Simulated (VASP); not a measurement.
A run of VASP 6.6.1 is set up as follows.

Contents of INCAR:

```
SYSTEM = MgO
ALGO = Normal
EDIFF = 1E-6
ENCUT = 520
GGA = PE
ISIF = 2
ISMEAR = 0
LASPH = .True.
LCHARG = .False.
LREAL = .False.
LWAVE = .False.
NBANDS = 11
NELM = 60
PREC = Accurate
SIGMA = 0.05
```

The input KPOINTS:

```
k-points
0
Gamma
  9 9 8
  0 0 0
```

File POSCAR:

```
MgO
1.0
    2.9380209034      0.0000000000      0.0000000000
   -1.4690104517      2.5444007392      0.0000000000
    0.0000000000      0.0000000000      2.7600704000
Mg O
1 1
Direct
    0.0000000000      0.0000000000      0.0000000000
    0.3333333333      0.6666666667      0.5000000000
```

Potentials or basis: VASP PAW PBE potentials, release 64 (Mg, O).

Command:

```console
$ cat potpaw_PBE.64/Mg/POTCAR potpaw_PBE.64/O/POTCAR > POTCAR
$ mpirun -np 1 vasp_std > vasp.out
```

(1) Predict the pressure.

(2) Predict the band gap on the k mesh.

Results:

(1) -5.0 GPa.

(2) 2.70 eV, indirect (least direct gap 3.13 eV).

Caveat: the cell differs from its parent crystal (strain +0.000 along x and y, +0.030 along z).
